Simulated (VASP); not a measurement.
Set up this calculation in VASP 6.6.1, as the native input.

```
Task                   : single point
Functional             : PBE
Potentials or basis    : VASP PAW PBE potentials, release 64 (C)
Cutoff                 : 520 eV
k mesh                 : 26 × 26 × 26
Occupations            : fermi-dirac, width 0.0612256 eV
Spin                   : no spin polarisation
Dipole correction      : no
Further INCAR settings : ALGO = Normal; EDIFF = 1e-06; NBANDS = 11
```

The structure of C lies in POSCAR:

```
C
1.0
    0.0000000000      1.7979008172      1.7979008172
    1.7979008172      0.0000000000      1.7979008172
    1.7979008172      1.7979008172      0.0000000000
C
2
Direct
    0.0000000000      0.0000000000      0.0000000000
    0.2500000000      0.2500000000      0.2500000000
```

The input as run:

INCAR

```
  PREC = Accurate
  ENCUT = 520
  EDIFF = 1E-6
  ISMEAR = -1
  SIGMA = 0.06122561905347299
  LREAL = F
  LASPH = T
  NELM = 100
  ALGO = Normal
  ISIF = 2
  LWAVE = F
  LCHARG = T
  GGA = PE
  LELF = T
  LVHAR = T
  NBANDS = 11
```

KPOINTS

```
Automatic mesh
0
Gamma
  26 26 26
```

Potentials or basis: VASP PAW PBE potentials, release 64 (C).

The run is started by

```sh
$ cat potpaw_PBE.64/C/POTCAR > POTCAR
$ mpirun -np 1 vasp_std > vasp.out
```

Results of the run:

```
Pressure               : -7.9 GPa
Band gap on the k mesh : 4.08 eV, indirect (least direct gap 5.52 eV)
```

It took 34 s on 1 thread of Intel(R) Xeon(R) Platinum 8488C (Sapphire Rapids) (shared host), peak memory 0.15 GiB.
